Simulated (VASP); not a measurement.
K: single point with HSE06

The system is K.

```xyz
1
Lattice="0.0000 3.3360 3.3360 3.3360 0.0000 3.3360 3.3360 3.3360 0.0000" Properties=species:S:1:pos:R:3 pbc="T T T"
K     0.0000    0.0000    0.0000
```

This isn't the form of K at room conditions, which is bcc.

```json
{"Program": "VASP 6.6.1", "Task": "single point", "Functional": "HSE06", "Potentials or basis": "VASP PAW PBE potentials, release 64 (K_sv)", "Cutoff": "520 eV", "k mesh": "6 × 6 × 6", "Occupations": "gaussian, width 0.05 eV", "Spin": "no spin polarisation", "Dipole correction": "no", "Grid for exact exchange (PRECFOCK)": "Normal", "Further INCAR settings": "ALGO = Normal; EDIFF = 1e-06; NBANDS = 10", "Share of exact exchange": "0.25", "Screening parameter": "0.2079 1/Å"}
```

```
Pressure               : 0.1 GPa
Band gap on the k mesh : zero (an odd number of electrons rules out a gap without spin polarisation)
```

Levels at points of the mesh, in eV from the Fermi level:
```tsv
k point	band 1	band 2	band 3	band 4	band 5	band 6	band 7	band 8	band 9	band 10
(0.00, 0.00, 0.00)	-35.02	-17.11	-17.11	-17.11	-2.36	4.95	4.95	4.95	6.38	6.38
(0.50, 0.00, 0.00)	-35.02	-17.17	-17.12	-17.12	0.59	0.73	4.70	4.70	7.01	7.28
(0.50, 0.50, 0.00)	-35.02	-17.17	-17.13	-17.13	1.25	1.65	2.89	5.37	5.37	6.23
```

Run time: 17 min on 1 thread of Intel Xeon 8259CL, on a shared host, peak memory 0.32 GiB.

Caveat: the PAW data sets were made with another functional, which shifts forces and pressure a little.
